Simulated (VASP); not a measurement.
Write the native input for VASP 6.6.1 that does the following.

```
Task                   : single point
Functional             : r2SCAN
Potentials or basis    : VASP PAW PBE potentials, release 64 (Au)
Cutoff                 : 520 eV
k mesh                 : 11 × 11 × 11
Occupations            : fermi-dirac, width 0.05 eV
Spin                   : non-collinear spin, zero start, spin-orbit coupling
Starting moments       : [[0.0, 0.0, 0.0]] μB
Dipole correction      : no
Further INCAR settings : ALGO = Normal; EDIFF = 1e-06; NBANDS = 22
```

The system is Au.

```
CELL_PARAMETERS angstrom
-1.65727 1.65727 1.65727
1.65727 -1.65727 1.65727
1.65727 1.65727 -1.65727
ATOMIC_POSITIONS crystal
Au 0.00000 0.00000 0.00000
```

One way to write it, as run:

POSCAR

```
Au
1.0
   -1.6572690000      1.6572690000      1.6572690000
    1.6572690000     -1.6572690000      1.6572690000
    1.6572690000      1.6572690000     -1.6572690000
Au
1
Direct
    0.0000000000      0.0000000000      0.0000000000
```

INCAR.step1

```
PREC     = Accurate       # precision mode
ENCUT    = 520            # plane-wave cutoff, eV
ISMEAR   = -1             # smearing method
SIGMA    = 0.05           # smearing width, eV
LREAL    = False          # projectors in reciprocal space
LASPH    = True           # aspherical terms in the spheres
NELM     = 150            # most SCF steps
MAGMOM   = 0 0 0          # initial moments
LSORBIT  = True           # spin-orbit coupling
GGA_COMPAT= False        
LMAXMIX  = 4              # l up to which the mixer works
NBANDS   = 22             # bands
GGA      = PE             # functional
ALGO     = Normal         # electronic algorithm
EDIFF    = 1E-4           # SCF threshold, eV
LWAVE    = True           # write WAVECAR
LCHARG   = False          # write CHGCAR
```

INCAR.step2

```
PREC     = Accurate       # precision mode
ENCUT    = 520            # plane-wave cutoff, eV
EDIFF    = 1E-6           # SCF threshold, eV
ISMEAR   = -1             # smearing method
SIGMA    = 0.05           # smearing width, eV
LREAL    = False          # projectors in reciprocal space
LASPH    = True           # aspherical terms in the spheres
NELM     = 150            # most SCF steps
ALGO     = Normal         # electronic algorithm
ISIF     = 2              # what is computed and relaxed
LWAVE    = False          # write WAVECAR
LCHARG   = True           # write CHGCAR
MAGMOM   = 0 0 0          # initial moments
LORBIT   = 11             # projections on sites
LSORBIT  = True           # spin-orbit coupling
GGA_COMPAT= False        
LORBMOM  = True         
LMAXMIX  = 4              # l up to which the mixer works
METAGGA  = R2SCAN         # meta-GGA
LMIXTAU  = True         
LVHAR    = True         
NBANDS   = 22             # bands
ISTART   = 1
```

KPOINTS

```
Automatic mesh
0
Gamma
  11 11 11
```

Potentials or basis: VASP PAW PBE potentials, release 64 (Au).

Launch:

```bash
$ cat potpaw_PBE.64/Au/POTCAR > POTCAR
$ cp INCAR.step1 INCAR
$ mpirun -np 1 vasp_ncl > vasp.out
$ cp INCAR.step2 INCAR
$ mpirun -np 1 vasp_ncl > vasp.out
```

Results of the run:

```
Pressure                                              : -5.0 GPa
Net moment                                            : 0.00 μB per cell
Valence electrons inside the program's atomic spheres : Au 9.62
```

Caveat: the PAW data sets were made with another functional, which shifts forces and pressure a little.

Run time: 3.1 min on 1 thread of Intel Xeon 6975P-C, on a shared host, peak memory 0.23 GiB.
